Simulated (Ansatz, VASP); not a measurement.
# Cs: VASP beside Ansatz

The input INCAR:

```
PREC = Accurate
ENCUT = 520
EDIFF = 1E-6
ISMEAR = -1
SIGMA = 0.1
LREAL = F
LASPH = T
NELM = 60
ALGO = Normal
ISIF = 2
LWAVE = F
LCHARG = F
NBANDS = 10
```

File KPOINTS:

```
Automatic mesh
0
Gamma
  11 11 11
```

File POSCAR:

```
Cs
1.0
   -2.8840810378      2.8840810378      2.8840810378
    2.8840810378     -2.8840810378      2.8840810378
    2.8840810378      2.8840810378     -2.8840810378
Cs
1
Direct
    0.0000000000      0.0000000000      0.0000000000
```

Input for Ansatz:

```yaml
crystal:
  lattice:
    - [-2.8840810378, 2.8840810378, 2.8840810378]
    - [2.8840810378, -2.8840810378, 2.8840810378]
    - [2.8840810378, 2.8840810378, -2.8840810378]
  atoms:
    - { symbol: Cs, position: [0.0, 0.0, 0.0] }
hamiltonian:
  xc: lda
  pseudopotentials:
    kind: paw
    azcp:
      Cs: "pseudopotentials/Cs.paw.azcp"
basis:
  ecutwfc: 420
  fft_grid_basis: typed
kpoints:
  mp_grid: { grid: [11, 11, 11], shift: [0, 0, 0] }
magnetization:
  spin_polarized: false
scf:
  occupations: { method: fermi_dirac, width: 0.1 }
  lower_state_search: "off"
output:
  stress: true
```

Alike in both runs: task single point; functional LDA; k mesh 11 × 11 × 11; occupations fermi-dirac, width 0.1 eV; no spin polarisation.

```csv
,VASP,Ansatz
version,VASP 6.6.1,Ansatz 0.2.0
potentials or method,"VASP PAW LDA potentials, release 64 (Cs_sv), cutoff 520 eV","plane waves (420 eV) with PAW, scalar-relativistic"
valence electrons in the cell,9,9
```

|  | VASP | Ansatz | Ansatz less VASP |
| --- | --- | --- | --- |
| pressure (GPa) | 0.0 | 0.0 | +0.01 |

Ansatz warns that its potentials were made for another functional, while VASP's fit it. LDA's correlation is that of Perdew and Zunger in VASP and of Perdew and Wang (1992) in Ansatz.

Spin-orbit coupling is off throughout.
